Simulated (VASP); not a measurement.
# AlN (F-43m) in VASP: notebook

The runs below take AlN through single point, with PBE.

All numbers are computed with VASP 6.6.1; they aren't measurements. Logs are shortened: lines on timing, memory, paths and dates and some standing lists are left out, and cuts for length are marked.

**1. The cell of the first run**

The structure is cubic, space group F-43m (No. 216). Conventional cell: a = 4.408 Å, b = 4.408 Å, c = 4.408 Å, α = 90.00°, β = 90.00°, γ = 90.00°. Al (site symmetry -43m) has 4 N at 1.91 Å within 2.5 Å. N (site symmetry -43m) has 4 Al at 1.91 Å within 2.5 Å.

**2. Single point, PBE**

The input, INCAR:

```
PREC     = Accurate       # precision mode
ENCUT    = 600            # plane-wave cutoff, eV
EDIFF    = 1E-6           # SCF threshold, eV
ISMEAR   = 0              # smearing method
SIGMA    = 0.15           # smearing width, eV
LREAL    = F              # projectors in reciprocal space
LASPH    = T              # aspherical terms in the spheres
NELM     = 120            # most SCF steps
ALGO     = Normal         # electronic algorithm
ISIF     = 2              # what is computed and relaxed
LWAVE    = F              # write WAVECAR
LCHARG   = F              # write CHGCAR
GGA      = PE             # functional
NBANDS   = 11             # bands
GGA_COMPAT= F
```

The input, KPOINTS:

```
regular mesh
0
Gamma
  5 5 5
```

The input, POSCAR:

```
AlN
1.0
    0.0000000000      2.2040243283      2.2040243283
    2.2040243283      0.0000000000      2.2040243283
    2.2040243283      2.2040243283      0.0000000000
Al N
1 1
Direct
    0.0000000000      0.0000000000      0.0000000000
    0.7500000000      0.7500000000      0.7500000000
```

Potentials or basis: VASP PAW PBE potentials, release 64 (Al, N).

Started as:

```console
cat potpaw_PBE.64/Al/POTCAR potpaw_PBE.64/N/POTCAR > POTCAR
mpirun -np 1 vasp_std > vasp.out
```

OUTCAR:

```text
PREC = Accurate
   ENCUT = 600
   EDIFF = 1E-6
   ISMEAR = 0
   LREAL = F
   LASPH = T
   NELM = 120
   ISIF = 2
   GGA = PE

 ion  position               nearest neighbor table
   1  0.000  0.000  0.000-   2 1.91   2 1.91   2 1.91   2 1.91
   2  0.750  0.750  0.750-   1 1.91   1 1.91   1 1.91   1 1.91

  LATTYP: Found a face centered cubic cell.
 ALAT       =     4.4080486566

  Lattice vectors:

 A1 = (   0.0000000000,   2.2040243283,   2.2040243283)
 A2 = (   2.2040243283,   0.0000000000,   2.2040243283)
 A3 = (   2.2040243283,   2.2040243283,   0.0000000000)

Analysis of symmetry for initial positions (statically):
=====================================================================
 Subroutine PRICEL returns:
 Original cell was already a primitive cell.

 Routine SETGRP: Setting up the symmetry group for a
 face centered cubic supercell.

 Subroutine GETGRP returns: Found 24 space group operations
 (whereof 24 operations were pure point group operations)
 out of a pool of 48 trial point group operations.

The static configuration has the point symmetry T_d .

Analysis of symmetry for dynamics (positions and initial velocities):
=====================================================================
 Subroutine PRICEL returns:
 Original cell was already a primitive cell.

 Routine SETGRP: Setting up the symmetry group for a
 face centered cubic supercell.

 Subroutine GETGRP returns: Found 24 space group operations
 (whereof 24 operations were pure point group operations)
 out of a pool of 48 trial point group operations.

The dynamic configuration has the point symmetry T_d .

 Subroutine INISYM returns: Found 24 space group operations
 (whereof 24 operations are pure point group operations),
 and found     1 'primitive' translations

----------------------------------------------------------------------------------------

                                     Primitive cell

  volume of cell :      21.4131

  direct lattice vectors                    reciprocal lattice vectors
     0.000000000  2.204024328  2.204024328    -0.226857750  0.226857750  0.226857750
     2.204024328  0.000000000  2.204024328     0.226857750 -0.226857750  0.226857750
     2.204024328  2.204024328  0.000000000     0.226857750  0.226857750 -0.226857750

  length of vectors
     3.116961097  3.116961097  3.116961097     0.392929149  0.392929149  0.392929149

  position of ions in fractional coordinates (direct lattice)
     0.000000000  0.000000000  0.000000000
     0.750000000  0.750000000  0.750000000

  ion indices of the primitive-cell ions
   primitive index   ion index
                 1           1
                 2           2
[... 68 lines left out ...]
   NELECT =       8.0000    total number of electrons
   NUPDOWN=      -1.0000    fix difference up-down
   EMIN   =  10.00;   EMAX   =-10.00  energy-range for DOS
   EFERMI =   0.00;   METHOD = LEGACY
   ISMEAR =     0;   SIGMA  =   0.15  broadening in eV -4-tet -1-fermi 0-gaus
   EFERMI_NEDOS =   21; number of points for ismear=-14 and -15
   IALGO  =     38    algorithm
   IMIX   =      4    mixing-type and parameters
     AMIX     =   0.40;   BMIX     =  1.00
     AMIX_MAG =   1.60;   BMIX_MAG =  1.00
  volume/ion in A,a.u.               =      10.71        72.25
  Fermi-wavevector in a.u.,A,eV,Ry     =   1.179085  2.228148 18.915383  1.390241
  Thomas-Fermi vector in A             =   2.315402
   LORBIT       =      0    0 simple, 1 ext, 2 COOP (PROOUT), +10 PAW based schemes
   GGA     = PE    functional components
   LHFCALC =     F    Hartree Fock is set to
   AEXX    =    0.0000 exact exchange contribution
   IVDW    =     0    specifies the selected vdW correction
   LEPSILON=     F    determine dielectric tensor
   LRPA    =     F    only Hartree local field effects (RPA)
 non-spin polarized calculation
 Gauss-broadening in eV      SIGMA  =   0.15
  energy-cutoff  :      600.00
  volume of cell :       21.41
 maximum number of plane-waves:       728
 NGX is ok and might be reduce to    28
   NGX = 13   NGY = 13   NGZ = 13

 number of electron       8.0000000 magnetization

 Free energy of the ion-electron system (eV)
  ---------------------------------------------------
  ext. energy  EPLUGINS =         0.00000000
  ---------------------------------------------------
  free energy    TOTEN  =       -14.84090683 eV

  energy without entropy =      -14.84090683  energy(sigma->0) =      -14.84090683

 E-fermi :   6.3580     XC(G=0): -10.8129

 val. band max:        5.7224365336   @ k =   0.0000   0.0000   0.0000
 cond. band min:       9.5834936864   @ k =   0.4000   0.4000   0.0000
 fundamental gap:      3.8610571528
 Fermi energy:         6.3579823330

 k-point     1 :       0.0000    0.0000    0.0000
  band No.  band energies     occupation
      1      -9.1039      2.00000
      2       5.7224      2.00000
      3       5.7224      2.00000
      4       5.7224      2.00000
      5       9.6748      0.00000
      6      18.0067      0.00000
      7      18.0067      0.00000
      8      18.0067      0.00000
      9      23.1856      0.00000
     10      23.1856      0.00000
     11      24.5352      0.00000
[... 113 lines left out ...]
 k-point    10 :      -0.4000    0.4000    0.2000
  band No.  band energies     occupation
      1      -6.6822      2.00000
      2       1.4388      2.00000
      3       2.8469      2.00000
      4       3.8762      2.00000
      5      11.7746      0.00000
      6      16.2912      0.00000
      7      16.6543      0.00000
      8      18.8733      0.00000
      9      21.9606      0.00000
     10      24.6151      0.00000
     11      29.7990      0.00000

------------------------ aborting loop because EDIFF is reached ----------------------------------------

  FORCE on cell =-STRESS in cart. coord.  units (eV):
  Direction    XX          YY          ZZ          XY          YZ          ZX
  --------------------------------------------------------------------------------------
  -------------------------------------------------------------------------------------
  Total       -0.1404891     -0.1404891     -0.1404891      0.0000000      0.0000000      0.0000000
  in kB      -10.5117260    -10.5117260    -10.5117260      0.0000000      0.0000000      0.0000000
  external PRESSURE =     -10.5117260 kB  Pullay stress =       0.0000000 kB

 VOLUME and BASIS-vectors are now :
 -----------------------------------------------------------------------------
  energy-cutoff  :      600.00
  volume of cell :       21.41
      direct lattice vectors                 reciprocal lattice vectors
     0.000000000  2.204024328  2.204024328    -0.226857750  0.226857750  0.226857750
     2.204024328  0.000000000  2.204024328     0.226857750 -0.226857750  0.226857750
     2.204024328  2.204024328  0.000000000     0.226857750  0.226857750 -0.226857750

 POSITION                                       TOTAL-FORCE (eV/Angst)
 -----------------------------------------------------------------------------------
      0.00000      0.00000      0.00000         0.000000      0.000000      0.000000
      3.30604      3.30604      3.30604        -0.000000     -0.000000     -0.000000
 -----------------------------------------------------------------------------------
    total drift:                               -0.000000     -0.000000     -0.000000

  FREE ENERGIE OF THE ION-ELECTRON SYSTEM (eV)
  ---------------------------------------------------
  free  energy   TOTEN  =       -14.8409068257 eV

  energy  without entropy=      -14.8409068256  energy(sigma->0) =      -14.84090683
```

Wall time 8.8 s (1 thread of Intel Xeon 8259CL, shared host); peak memory 0.15 GiB.

What came out:

```yaml
Free_energy: -14.8409 eV
Pressure: -1.1 GPa
Band_gap_on_the_k_mesh: 3.86 eV, indirect (least direct gap 3.95 eV)
```

Levels at points of the mesh, in eV from the valence-band top:
```csv
k point,band 1,band 2,band 3,band 4,band 5,band 6,band 7,band 8
"(0.00, 0.00, 0.00)",-14.83,0.00,0.00,0.00,3.95,12.28,12.28,12.28
```

Caveat: the k points lie up to 0.49 Å⁻¹ apart. Expect the measured gap to be larger: semilocal functionals such as PBE lack the derivative discontinuity.

**3. Single point, PBE**

The input, INCAR:

```
SYSTEM = AlN
PREC = Accurate ; ENCUT = 600
EDIFF = 1E-6 ; ISMEAR = 0
SIGMA = 0.1 ; LREAL = .FALSE.
LASPH = .TRUE. ; NELM = 120
ALGO = Normal ; ISIF = 2
LWAVE = .FALSE. ; LCHARG = .FALSE.
GGA = PE ; NBANDS = 11
GGA_COMPAT = .FALSE.
```

The input, KPOINTS:

```
Automatic mesh
0
G
  6 6 6
  0 0 0
```

The input, POSCAR:

```
AlN
1.0
    0.0000000000      2.2031864183      2.2031864183
    2.2031864183      0.0000000000      2.2031864183
    2.2031864183      2.2031864183      0.0000000000
Al N
1 1
Direct
    0.0000000000      0.0000000000      0.0000000000
    0.7500000000      0.7500000000      0.7500000000
```

Potentials or basis: VASP PAW PBE potentials, release 64 (Al, N).

Started as:

```console
cat potpaw_PBE.64/Al/POTCAR potpaw_PBE.64/N/POTCAR > POTCAR
mpirun -np 1 vasp_std > vasp.out
```

Wall time 12 s (1 thread of Intel Xeon 8259CL, shared host); peak memory 0.15 GiB.

Results (log left out):

- Free energy: -14.8470 eV
- Pressure: -0.8 GPa
- Band gap on the k mesh: 3.30 eV, indirect (least direct gap 3.96 eV)

Levels at points of the mesh, in eV from the valence-band top:
```csv
k point,band 2,band 3,band 4,band 5,band 6,band 7
"(0.00, 0.00, 0.00)",0.00,0.00,0.00,3.96,12.30,12.30
"(0.50, 0.00, 0.00)",-5.75,-0.48,-0.48,7.14,9.69,10.98
"(0.50, 0.50, 0.00)",-4.82,-1.75,-1.75,3.30,8.45,13.61
```
